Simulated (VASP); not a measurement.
A run of VASP 6.6.1:

The input INCAR:

```
ALGO = Normal
EDIFF = 1E-6
ENCUT = 520
GGA = PE
ISIF = 2
ISMEAR = 0
ISYM = 0
LASPH = T
LCHARG = F
LREAL = Auto
LWAVE = F
NBANDS = 78
NELM = 60
PREC = Accurate
SIGMA = 0.1
```

Contents of KPOINTS:

```
Automatic mesh
0
Gamma
  2 2 2
  0.5 0.5 0.5
```

The input POSCAR:

```
SrO
1.0
    2.1377331328      3.7026623990      5.1555949900
    2.1377331328      3.7026623990     -5.1555949900
   -6.4131993984      3.7026623990      0.0000000000
Sr O
8 8
Direct
    0.7190638500      0.7809361500      0.1666666667
    0.9690638500      0.0309361500      0.6666666667
    0.2190638500      0.2809361500      0.1666666667
    0.4690638500      0.5309361500      0.6666666667
    0.4690638500      0.0309361500      0.8333333333
    0.7190638500      0.2809361500      0.3333333333
    0.9690638500      0.5309361500      0.8333333333
    0.2190638500      0.7809361500      0.3333333333
    0.4684361500      0.0315638500      0.1666666667
    0.7184361500      0.2815638500      0.6666666667
    0.9684361500      0.5315638500      0.1666666667
    0.2184361500      0.7815638500      0.6666666667
    0.7184361500      0.7815638500      0.8333333333
    0.9684361500      0.0315638500      0.3333333333
    0.2184361500      0.2815638500      0.8333333333
    0.4684361500      0.5315638500      0.3333333333
```

Potentials or basis: VASP PAW PBE potentials, release 64 (Sr_sv, O).

The run is started by

```bash
$ cat potpaw_PBE.64/Sr_sv/POTCAR potpaw_PBE.64/O/POTCAR > POTCAR
$ mpirun -np 1 vasp_std > vasp.out
```

Hardware: 1 thread of Intel(R) Xeon(R) Platinum 8488C (Sapphire Rapids) (shared host).

Question: Estimate the wall time of this run.

Answer: It took 120 s on 1 thread of Intel(R) Xeon(R) Platinum 8488C (Sapphire Rapids), with other jobs on the host, peak memory 0.38 GiB. Counts: scf iterations 17, k points 4.
